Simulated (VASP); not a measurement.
A run of VASP 6.6.1 is set up as follows.

Contents of INCAR:

```
SYSTEM = Co
PREC = Accurate
ENCUT = 520
EDIFF = 1E-6
ISMEAR = 0
SIGMA = 0.1
LREAL = .FALSE.
LASPH = .TRUE.
NELM = 150
ALGO = Normal
ISIF = 2
LWAVE = .FALSE.
LCHARG = .FALSE.
ISPIN = 2
MAGMOM = 1.87 1.78 1.7 1.74 1.7 1.78 1.87
LORBIT = 11
LMAXMIX = 4
LDIPOL = .TRUE.
IDIPOL = 3
DIPOL = 0.5 0.5 0.500
NBANDS = 44
```

Contents of KPOINTS:

```
Automatic mesh
0
G
  16 16 1
  0 0 0
```

File POSCAR:

```
Co
1.0
    2.5070000016      0.0000000000      0.0000000000
    1.2535000008      2.1711256886      0.0000000000
    0.0000000000      0.0000000000     26.2070000000
Co
7
Direct
    0.0000000000      0.0000000000      0.2817286801
    0.6666666667      0.6666666667      0.3526771477
    0.0000000000      0.0000000000      0.4269493690
    0.6666666667      0.6666666667      0.4999999913
    0.0000000000      0.0000000000      0.5730506125
    0.6666666667      0.6666666667      0.6473228481
    0.0000000000      0.0000000000      0.7182713513
```

Potentials or basis: VASP PAW LDA potentials, release 64 (Co).

Command:

```console
$ cat potpaw_LDA.64/Co/POTCAR > POTCAR
$ mpirun -np 1 vasp_std > vasp.out
```

**Question.** Estimate the net moment.

**Answer.** 10.94 μB per cell.

**Question.** Estimate the largest force.

**Answer.** 0.048 eV/Å.

**Question.** Predict the site moments.

**Answer.** Co +1.65, +1.55, +1.49, +1.52 (each value once) μB.

Forces on the atoms (eV/Å):
```
Co   0.000  0.000  0.048
Co   0.000  0.000 -0.004
Co   0.000  0.000 -0.003
Co   0.000  0.000  0.000
Co   0.000  0.000  0.003
Co   0.000  0.000  0.004
Co   0.000  0.000 -0.048
```
